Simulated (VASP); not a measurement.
A run of VASP 6.6.1 is set up as follows.

File INCAR:

```
ALGO = Normal
EDIFF = 1E-7
EDIFFG = -0.005
ENCUT = 500
GGA = PE
GGA_COMPAT = F
IBRION = 2
ISIF = 3
ISMEAR = -1
LASPH = T
LCHARG = F
LREAL = F
LWAVE = F
NELM = 120
NELMIN = 4
NSW = 60
PREC = Accurate
SIGMA = 0.08
```

File KPOINTS:

```
k-points
0
Gamma
  15 15 15
```

The input POSCAR:

```
Sb
1.0
    0.0000000000      2.4101422642      2.4101422642
    2.4101422642      0.0000000000      2.4101422642
    2.4101422642      2.4101422642      0.0000000000
Sb
1
Direct
    0.0000000000      0.0000000000      0.0000000000
```

Potentials or basis: VASP PAW PBE potentials, release 64 (Sb).

Command:

```bash
$ cat potpaw_PBE.64/Sb/POTCAR > POTCAR
$ mpirun -np 1 vasp_std > vasp.out
```

(1) What does it give for the relaxed cell?

(2) What does it give for the relaxed volume?

(3) What does it give for the space group after relaxing (to 0.05 Å)?

## Answers

(1) a = 3.386 Å, b = 3.386 Å, c = 3.386 Å, α = 60.00°, β = 60.00°, γ = 60.00°.

(2) 27.44 Å³/atom.

(3) Fm-3m (No. 225).
